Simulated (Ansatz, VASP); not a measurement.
Given: the input of a run of VASP 6.6.1 on Ge.

The input INCAR:

```
SYSTEM = Ge
ALGO = Normal ; EDIFF = 1E-6
EDIFFG = -0.02 ; ENCUT = 600
GGA = RP ; IBRION = 2
ISIF = 3 ; ISMEAR = -1
IVDW = 13 ; LASPH = .TRUE.
LCHARG = .FALSE. ; LREAL = .FALSE.
LWAVE = .FALSE. ; NELM = 100
NSW = 80 ; PREC = Accurate
SIGMA = 0.05
```

The input KPOINTS:

```
k-points
0
G
  8 8 8
  0 0 0
```

File POSCAR:

```
Ge
1.0
    0.0000000000      2.8289100000      2.8289100000
    2.8289100000      0.0000000000      2.8289100000
    2.8289100000      2.8289100000      0.0000000000
Ge
2
Direct
    0.7500000000      0.7500000000      0.7500000000
    0.5000000000      0.5000000000      0.5000000000
```

Potentials or basis: VASP PAW PBE potentials, release 64 (Ge_d).

Launch:

```sh
$ cat potpaw_PBE.64/Ge_d/POTCAR > POTCAR
$ mpirun -np 1 vasp_std > vasp.out
```

Question: Translate it to Ansatz 0.2.0. Potentials there: all-electron LAPW, scalar-relativistic.

Answer: As run (the cutoff follows the program's own potentials):

input.yaml

```yaml
crystal:
  lattice:
    - [0.0, 2.82891, 2.82891]
    - [2.82891, 0.0, 2.82891]
    - [2.82891, 2.82891, 0.0]
  atoms:
    - { symbol: Ge, position: [0.75, 0.75, 0.75] }
    - { symbol: Ge, position: [0.5, 0.5, 0.5] }
kpoints:
  mp_grid: { grid: [8, 8, 8] }
scf:
  occupations: { method: fermi_dirac, width: 0.05 }
hamiltonian:
  xc: rpbe
  dispersion: d4
  pseudopotentials: { kind: all_electron, lapw: { basis_error: 0.001 } }
output:
  forces: true
  stress: true
relax:
  f_tol: 0.02
  max_steps: 60
  cell: {}
```

Potentials or basis: all-electron LAPW, scalar-relativistic.

Launch:

```sh
$ ansatz run input.yaml --threads 1 --pin off --max-ram 3072MiB --backend cpu --events-out ev --progress --plain --runs-dir out
```

Both were run:

|  | VASP | Ansatz | Ansatz less VASP |
| --- | --- | --- | --- |
| relaxed volume (Å³/atom) | 22.83 | 22.82 | -0.009 |
| relaxed cell length with the largest relative difference (Å) | 4.012 | 4.011 | -0.0005 |

VASP's potentials were made for PBE, not for RPBE. Ansatz ran all-electron here, and VASP with PAW potentials.
